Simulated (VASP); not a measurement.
Here is a VASP 6.6.1 calculation.

Contents of INCAR:

```
SYSTEM = MgO
ALGO = Normal
EDIFF = 1E-7
ENCUT = 520
GGA = PE
ISIF = 2
ISMEAR = 0
LASPH = .True.
LCHARG = .False.
LREAL = .False.
LWAVE = .False.
NBANDS = 11
NELM = 100
PREC = Accurate
SIGMA = 0.05
```

Contents of KPOINTS:

```
k-points
0
Gamma
  10 10 10
  0 0 0
```

File POSCAR:

```
MgO
1.0
   -0.6724655859      1.8492803612      1.8492803612
    1.8492803612     -0.6724655859      1.8492803612
    1.8492803612      1.8492803612     -0.6724655859
Mg O
1 1
Direct
    0.0000000000      0.0000000000      0.0000000000
    0.5000000000      0.5000000000      0.5000000000
```

Potentials or basis: VASP PAW PBE potentials, release 64 (Mg, O).

The run is started by

```sh
$ cat potpaw_PBE.64/Mg/POTCAR potpaw_PBE.64/O/POTCAR > POTCAR
$ mpirun -np 1 vasp_std > vasp.out
```

Task: Estimate the band gap on the k mesh.

Result: 2.42 eV, indirect (least direct gap 2.58 eV).

Task: Predict the pressure.

Result: -2.3 GPa.

Stress tensor (GPa, compression positive):
```
-2.30  8.75  8.75
 8.75 -2.30  8.75
 8.75  8.75 -2.30
```

 A k mesh can miss the band edges.
